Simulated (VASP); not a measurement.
# SnO (P4/nmm) in VASP: further runs

SnO is run at these levels: PBE; tasks: single point.

Program: VASP 6.6.1. These are calculated values, not measurements. Logs are shortened: lines on timing, memory, paths and dates and some standing lists are left out, and cuts for length are marked.

## (1) The cell of the first run

It takes space group P4/nmm (No. 129, tetragonal). The conventional cell has a = 3.793 Å, b = 3.793 Å, c = 4.758 Å, α = 90.00°, β = 90.00°, γ = 90.00°. Within 2.9 Å of Sn (site symmetry 4mm) lie 4 O at 2.22 Å. Within 2.9 Å of O (site symmetry -4m2) lie 4 Sn at 2.22 Å and 4 O at 2.68 Å.

## (2) Single point, PBE

File INCAR:

```
ALGO     = Normal         # electronic algorithm
EDIFF    = 1E-6           # SCF threshold, eV
ENCUT    = 910            # plane-wave cutoff, eV
GGA      = PE             # functional
GGA_COMPAT= F            
ISIF     = 2              # what is computed and relaxed
ISMEAR   = -1             # smearing method
LASPH    = T              # aspherical terms in the spheres
LCHARG   = T              # write CHGCAR
LELF     = T              # ELF
LREAL    = F              # projectors in reciprocal space
LVHAR    = T            
LWAVE    = F              # write WAVECAR
NBANDS   = 28             # bands
NELM     = 120            # most SCF steps
PREC     = Accurate       # precision mode
SIGMA    = 0.02           # smearing width, eV
```

File KPOINTS:

```
k-points
0
Gamma
  6 6 6
```

File POSCAR:

```
SnO
1.0
    3.7926488554      0.0000000000      0.0000000000
    0.0000000000      3.7926488554      0.0000000000
    0.0000000000      0.0000000000      4.7582139114
Sn O
2 2
Direct
    0.5000000000      0.0000000000      0.2410340793
    0.0000000000      0.5000000000      0.7589659207
    0.0000000000      0.0000000000      0.0000000000
    0.5000000000      0.5000000000      0.0000000000
```

Potentials or basis: VASP PAW PBE potentials, release 64 (Sn_d, O_h).

The run is started by

```console
cat potpaw_PBE.64/Sn_d/POTCAR potpaw_PBE.64/O_h/POTCAR > POTCAR
mpirun -np 1 vasp_std > vasp.out
```

OUTCAR:

```text
EDIFF = 1E-6
   ENCUT = 910
   GGA = PE
   ISIF = 2
   ISMEAR = -1
   LASPH = T
   LREAL = F
   NELM = 120
   PREC = Accurate

 ion  position               nearest neighbor table
   1  0.500  0.000  0.241-   3 2.22   4 2.22   4 2.22   3 2.22   2 3.53   2 3.53   2 3.53   2 3.53
                             2 3.64   2 3.64   2 3.64   2 3.64
   2  0.000  0.500  0.759-   3 2.22   4 2.22   3 2.22   4 2.22   1 3.53   1 3.53   1 3.53   1 3.53
                             1 3.64   1 3.64   1 3.64   1 3.64
   3  0.000  0.000  0.000-   1 2.22   2 2.22   2 2.22   1 2.22
   4  0.500  0.500  0.000-   1 2.22   2 2.22   1 2.22   2 2.22

  LATTYP: Found a simple tetragonal cell.
 ALAT       =     3.7926488554
 C/A-ratio  =     1.2545885719

  Lattice vectors:

 A1 = (   3.7926488554,   0.0000000000,   0.0000000000)
 A2 = (   0.0000000000,   3.7926488554,   0.0000000000)
 A3 = (   0.0000000000,   0.0000000000,   4.7582139114)

Analysis of symmetry for initial positions (statically):
=====================================================================
 Subroutine PRICEL returns:
 Original cell was already a primitive cell.

 Routine SETGRP: Setting up the symmetry group for a
 simple tetragonal supercell.

 Subroutine GETGRP returns: Found 16 space group operations
 (whereof  8 operations were pure point group operations)
 out of a pool of 16 trial point group operations.

The static configuration has the point symmetry D_2d.
 The point group associated with its full space group is D_4h.

Analysis of symmetry for dynamics (positions and initial velocities):
=====================================================================
 Subroutine PRICEL returns:
 Original cell was already a primitive cell.

 Routine SETGRP: Setting up the symmetry group for a
 simple tetragonal supercell.

 Subroutine GETGRP returns: Found 16 space group operations
 (whereof  8 operations were pure point group operations)
 out of a pool of 16 trial point group operations.

The dynamic configuration has the point symmetry D_2d.
 The point group associated with its full space group is D_4h.

 Subroutine INISYM returns: Found 16 space group operations
 (whereof  8 operations are pure point group operations),
 and found     1 'primitive' translations

----------------------------------------------------------------------------------------

                                     Primitive cell

  volume of cell :      68.4430

  direct lattice vectors                    reciprocal lattice vectors
     3.792648855  0.000000000  0.000000000     0.263667964  0.000000000  0.000000000
     0.000000000  3.792648855  0.000000000     0.000000000  0.263667964  0.000000000
     0.000000000  0.000000000  4.758213911     0.000000000  0.000000000  0.210162893

  length of vectors
     3.792648855  3.792648855  4.758213911     0.263667964  0.263667964  0.210162893

  position of ions in fractional coordinates (direct lattice)
     0.500000000  0.000000000  0.241034079
     0.000000000  0.500000000  0.758965921
     0.000000000  0.000000000  0.000000000
     0.500000000  0.500000000  0.000000000

  ion indices of the primitive-cell ions
   primitive index   ion index
                 1           1
                 2           2
                 3           3
                 4           4

----------------------------------------------------------------------------------------

 KPOINTS: k-points

Automatic generation of k-mesh.
 Grid dimensions read from file:
 generate k-points for:    6    6    6

 Generating k-lattice:

  Cartesian coordinates                     Fractional coordinates (reciprocal lattice)
     0.043944661  0.000000000  0.000000000     0.166666667  0.000000000  0.000000000
     0.000000000  0.043944661  0.000000000     0.000000000  0.166666667  0.000000000
     0.000000000  0.000000000  0.035027149     0.000000000  0.000000000  0.166666667

  Length of vectors
     0.043944661  0.043944661  0.035027149

  Shift w.r.t. Gamma in fractional coordinates (k-lattice)
     0.000000000  0.000000000  0.000000000

 Subroutine IBZKPT returns following result:
 ===========================================

 Found     40 irreducible k-points:

 Following reciprocal coordinates:
            Coordinates               Weight
  0.000000  0.000000  0.000000      1.000000
  0.166667  0.000000  0.000000      4.000000
  0.333333  0.000000  0.000000      4.000000
  0.500000  0.000000  0.000000      2.000000
  0.166667  0.166667  0.000000      4.000000
  0.333333  0.166667  0.000000      8.000000
[... 16 lines left out ...]
  0.333333  0.000000  0.333333      8.000000
  0.500000  0.000000  0.333333      4.000000
 [... further k-points ...]
   k-points           NKPTS =     40   k-points in BZ     NKDIM =     40   number of bands    NBANDS=     28
   number of dos      NEDOS =    301   number of ions     NIONS =      4
   total plane-waves  NPLWV =  76800
   dimension x,y,z NGX =    40 NGY =   40 NGZ =   48
   dimension x,y,z NGXF=    80 NGYF=   80 NGZF=   96
   ions per type =               2   2
   NGX,Y,Z   is equivalent  to a cutoff of  17.53, 17.53, 16.77 a.u.
   NGXF,Y,Z  is equivalent  to a cutoff of  35.07, 35.07, 33.54 a.u.
 SYSTEM =  unknown system
   PREC   = accura    normal or accurate (medium, high low for compatibility)
   ISTART =      0    job   : 0-new  1-cont  2-samecut
   ICHARG =      2    charge: 1-file 2-atom 10-const
   ISPIN  =      1    spin polarized calculation?
   LNONCOLLINEAR =      F non collinear calculations
   LSORBIT =      F    spin-orbit coupling
   LASPH  =      T    aspherical Exc in radial PAW
   ENCUT  =  910.0 eV  66.88 Ry    8.18 a.u.   9.33  9.33 11.70*2*pi/ulx,y,z
   NELM   =    120;   NELMIN=  2; NELMDL= -5     # of ELM steps
   EDIFF  = 0.1E-05   stopping-criterion for ELM
   LREAL  =      F    real-space projection
   EDIFFG = 0.1E-04   stopping-criterion for IOM
   NSW    =      0    number of steps for IOM
   IBRION =     -1    ionic relax: 0-MD 1-quasi-New 2-CG
   NFREE  =      0    steps in history (QN), initial steepest desc. (CG)
   ISIF   =      2    stress and relaxation
   ISYM   =      2    0-nonsym 1-usesym 2-fastsym
   POTIM  = 0.5000    time-step for ionic-motion
   TEBEG  =    0.0;   TEEND  =   0.0 temperature during run
   PSTRESS=    0.0 pullay stress
   NELECT =      40.0000    total number of electrons
   NUPDOWN=      -1.0000    fix difference up-down
   EMIN   =  10.00;   EMAX   =-10.00  energy-range for DOS
   EFERMI =   0.00;   METHOD = LEGACY
   ISMEAR =    -1;   SIGMA  =   0.02  broadening in eV -4-tet -1-fermi 0-gaus
   EFERMI_NEDOS =   21; number of points for ismear=-14 and -15
   IALGO  =     38    algorithm
   IMIX   =      4    mixing-type and parameters
     AMIX     =   0.40;   BMIX     =  1.00
     AMIX_MAG =   1.60;   BMIX_MAG =  1.00
  volume/ion in A,a.u.               =      17.11       115.47
  Fermi-wavevector in a.u.,A,eV,Ry     =   1.368732  2.586528 25.489525  1.873427
  Thomas-Fermi vector in A             =   2.494670
   LORBIT       =      0    0 simple, 1 ext, 2 COOP (PROOUT), +10 PAW based schemes
   GGA     = PE    functional components
   LHFCALC =     F    Hartree Fock is set to
   AEXX    =    0.0000 exact exchange contribution
   IVDW    =     0    specifies the selected vdW correction
   LEPSILON=     F    determine dielectric tensor
   LRPA    =     F    only Hartree local field effects (RPA)
 non-spin polarized calculation
  energy-cutoff  :      910.00
  volume of cell :       68.44
 maximum number of plane-waves:      4296
 NGX is ok and might be reduce to    40
   NGX = 19   NGY = 19   NGZ = 23

 number of electron      39.9999997 magnetization

 Free energy of the ion-electron system (eV)
  ---------------------------------------------------
  ext. energy  EPLUGINS =         0.00000000
  ---------------------------------------------------
  free energy    TOTEN  =       -22.65350441 eV

  energy without entropy =      -22.65296418  energy(sigma->0) =      -22.65323429

 E-fermi :   7.6792     XC(G=0): -10.3903

 val. band max:        7.6652466503   @ k =   0.5000   0.5000   0.0000
 cond. band min:       7.7270684351   @ k =   0.0000   0.0000   0.0000
 fundamental gap:      0.0618217848
 Fermi energy:         7.6792087607

 k-point     1 :       0.0000    0.0000    0.0000
  band No.  band energies     occupation
      1     -14.3953      2.00000
      2     -13.9350      2.00000
      3     -13.9350      2.00000
      4     -13.9266      2.00000
      5     -13.8843      2.00000
      6     -13.8800      2.00000
[... 20 lines left out ...]
     27      14.4110      0.00000
     28      14.7839      0.00000

 k-point     2 :       0.1667    0.0000    0.0000
  band No.  band energies     occupation
      1     -14.3799      2.00000
      2     -13.9516      2.00000
      3     -13.9291      2.00000
      4     -13.9272      2.00000
      5     -13.8974      2.00000
      6     -13.8861      2.00000
[... 20 lines left out ...]
     27      14.6775      0.00000
     28      16.6842      0.00000

 k-point     3 :       0.3333    0.0000    0.0000
  band No.  band energies     occupation
      1     -14.3370      2.00000
      2     -14.1242      2.00000
      3     -13.9122      2.00000
      4     -13.9085      2.00000
      5     -13.8892      2.00000
      6     -13.8884      2.00000
[... 20 lines left out ...]
     27      15.1705      0.00000
     28      17.8743      0.00000

 k-point     4 :       0.5000    0.0000    0.0000
  band No.  band energies     occupation
      1     -14.2584      2.00000
      2     -14.2584      2.00000
      3     -13.8934      2.00000
      4     -13.8934      2.00000
      5     -13.8933      2.00000
      6     -13.8933      2.00000
[... 578 lines left out ...]
     27      15.6720      0.00000
     28      16.8081      0.00000

 k-point    23 :       0.3333    0.0000    0.3333
  band No.  band energies     occupation
      1     -14.3381      2.00000
      2     -14.1497      2.00000
      3     -13.9277      2.00000
      4     -13.9044      2.00000
      5     -13.8944      2.00000
      6     -13.8909      2.00000
[... 20 lines left out ...]
     27      16.1610      0.00000
     28      17.9786      0.00000

 k-point    24 :       0.5000    0.0000    0.3333
  band No.  band energies     occupation
      1     -14.2732      2.00000
      2     -14.2732      2.00000
      3     -13.9240      2.00000
      4     -13.9240      2.00000
      5     -13.8863      2.00000
      6     -13.8863      2.00000
[... 20 lines left out ...]
     27      16.8884      0.00000
     28      16.8884      0.00000

 [... further k-points ...]
[... 5 lines left out ...]
  --------------------------------------------------------------------------------------
  -------------------------------------------------------------------------------------
  Total        2.4730708      2.4730708      2.0933925      0.0000000     -0.0000000      0.0000000
  in kB       57.8919120     57.8919120     49.0040540      0.0000000     -0.0000000      0.0000000
  external PRESSURE =      54.9292927 kB  Pullay stress =       0.0000000 kB

 VOLUME and BASIS-vectors are now :
 -----------------------------------------------------------------------------
  energy-cutoff  :      910.00
  volume of cell :       68.44
      direct lattice vectors                 reciprocal lattice vectors
     3.792648855  0.000000000  0.000000000     0.263667964  0.000000000  0.000000000
     0.000000000  3.792648855  0.000000000     0.000000000  0.263667964  0.000000000
     0.000000000  0.000000000  4.758213911     0.000000000  0.000000000  0.210162893

 POSITION                                       TOTAL-FORCE (eV/Angst)
 -----------------------------------------------------------------------------------
      1.89632      0.00000      1.14689        -0.000000      0.000000      0.575053
      0.00000      1.89632      3.61132         0.000000      0.000000     -0.575053
      0.00000      0.00000      0.00000         0.000000     -0.000000      0.000000
      1.89632      1.89632      0.00000        -0.000000      0.000000      0.000000
 -----------------------------------------------------------------------------------
    total drift:                               -0.000000      0.000000     -0.000000

  FREE ENERGIE OF THE ION-ELECTRON SYSTEM (eV)
  ---------------------------------------------------
  free  energy   TOTEN  =       -22.6535044139 eV

  energy  without entropy=      -22.6529641755  energy(sigma->0) =      -22.65323429
```

It took 3.1 min on 1 thread of Intel Xeon 6975P-C (Granite Rapids), shared host; peak memory 0.34 GiB.

What came out:

* Free energy: -22.6535 eV
* Pressure: 5.5 GPa
* Largest force: 0.575 eV/Å
* Band gap on the k mesh: zero (bands 20 and 21 overlap by 0.06 eV)

Forces in eV/Å, atoms in the order of the input:
```
Sn   0.000  0.000  0.575
Sn   0.000  0.000 -0.575
O    0.000  0.000  0.000
O    0.000  0.000  0.000
```

Caveat: the cutoff is under 1.25 times the usual one of these potentials, so pressure, stress and relaxed cells hold a basis-set (Pulay) error; the cell stands under pressure; semilocal functionals underestimate gaps, so a narrow gap can read as zero; spin-orbit coupling is left out, which moves the levels of the heavy elements.

## (3) Single point, PBE, non-collinear spin, zero start, spin-orbit coupling

File INCAR:

```
  ALGO = Normal
  EDIFF = 1E-7
  ENCUT = 520
  GGA = PE
  GGA_COMPAT = F
  ISIF = 2
  ISMEAR = -1
  LASPH = T
  LCHARG = F
  LNONCOLLINEAR = T
  LORBIT = 11
  LORBMOM = T
  LREAL = F
  LSORBIT = T
  LWAVE = F
  MAGMOM = 0 0 0 0 0 0 0 0 0 0 0 0
  NBANDS = 54
  NELM = 150
  PREC = Accurate
  SIGMA = 0.02
```

KPOINTS is that of step 2.

File POSCAR:

```
SnO
1.0
    3.7926486997      0.0000000000      0.0000000000
    0.0000000000      3.7926486997      0.0000000000
    0.0000000000      0.0000000000      4.7582138802
Sn O
2 2
Direct
    0.5000000000      0.0000000000      0.2410340763
    0.0000000000      0.5000000000      0.7589659237
    0.0000000000      0.0000000000      0.0000000000
    0.5000000000      0.5000000000      0.0000000000
```

Potentials or basis: VASP PAW PBE potentials, release 64 (Sn_d, O).

The run is started by

```console
cat potpaw_PBE.64/Sn_d/POTCAR potpaw_PBE.64/O/POTCAR > POTCAR
mpirun -np 1 vasp_ncl > vasp.out
```

Wall time 3.7 min (1 thread of Intel Xeon Platinum 8488C (Sapphire Rapids), shared host); peak memory 0.41 GiB.

The run converged. Its results:

| Quantity | Value |
| --- | --- |
| Free energy | -22.7154 eV |
| Pressure | 5.6 GPa |
| Largest force | 0.585 eV/Å |
| Net moment | 0.00 μB per cell |
| Valence electrons inside the program's atomic spheres | Sn 12.14; O 5.02 |

Forces in eV/Å, atoms in the order of the input:
```
Sn   0.000  0.000  0.585
Sn   0.000  0.000 -0.585
O    0.000  0.000  0.000
O    0.000  0.000  0.000
```

Stress tensor (GPa, compression positive):
```
5.89 0.00 0.00
0.00 5.89 0.00
0.00 0.00 5.02
```

Moments on the atoms (μB; x, y, z):
```
Sn  0.00 0.00 0.00
Sn  0.00 0.00 0.00
O   0.00 0.00 0.00
O   0.00 0.00 0.00
```

Caveat: the cell stands under pressure.
